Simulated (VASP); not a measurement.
KBr:

```
K Br
1.0
     0.00000    3.30244    3.30244
     3.30244    0.00000    3.30244
     3.30244    3.30244    0.00000
K Br
1 1
Direct
  0.00000 0.00000 0.00000
  0.50000 0.50000 0.50000
```

Base run:

```yaml
Program: VASP 6.6.1
Functional: PBE-based global hybrid
Potentials_or_basis: VASP PAW PBE potentials, release 64 (K_sv, Br)
Cutoff: 520 eV
k_mesh: 4 × 4 × 4
Occupations: gaussian, width 0.01 eV
Spin: no spin polarisation
```

Its results: band gap on the k mesh 4.80 eV, direct; pressure 0.7 GPa.

**Question.** The run is repeated on the same cell with these changes: functional from PBE-based global hybrid to HSE06; occupations from gaussian, width 0.01 eV to methfessel-paxton, width 0.05 eV. What comes out?

**Answer.** Band gap on the k mesh 5.59 eV, direct; pressure 0.4 GPa.

Caveats: the PAW data sets were made with another functional, which shifts forces and pressure a little.

